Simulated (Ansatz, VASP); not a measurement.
NbSnSe4 in VASP and in Ansatz

```
Nb Sn Se
1.0
     4.50534    0.00000    0.00000
     0.00000    4.50534    0.00000
     0.00000    0.00000    7.13702
Nb Sn Se
1 1 4
Cartesian
  2.2527 2.2527 3.5685
  0.0000 0.0000 0.0000
  2.2527 0.0000 5.1518
  0.0000 2.2527 1.9852
  2.2527 0.0000 1.9852
  0.0000 2.2527 5.1518
```

Change from the starting cell: species swapped into the TbCeO4 type (P4/mmm, No. 123).

Alike in both runs: functional PBE; k mesh 3 × 3 × 2; occupations gaussian, width 0.15 eV; no spin polarisation.

Ansatz relaxed the structure, and its values are those at the end. VASP's run is a single point on that final structure, the one shown.

```csv
,VASP,Ansatz
version,VASP 6.6.1,Ansatz 0.2.0
potentials or method,"VASP PAW PBE potentials, release 64 (Nb_sv, Sn_d, Se), cutoff 500 eV","scalar-relativistic, plane waves, PAW"
valence electrons in the cell,51,91
```

|  | VASP | Ansatz | Ansatz less VASP |
| --- | --- | --- | --- |
| gap on the k mesh at the Fermi level (eV) | none | none | - |
| pressure (GPa) | 0.0 | 0.0 | +0.01 |

A gap of «none» marks a metal or a gap that the smearing closes. With one functional, cell and mesh, what is left measures potentials, basis and numerics. VASP's potentials hold 51 valence electrons a cell and Ansatz's 91, so a difference there can come from the potentials and not from the codes.

The k mesh is coarse, so the values compare programs but aren't converged.
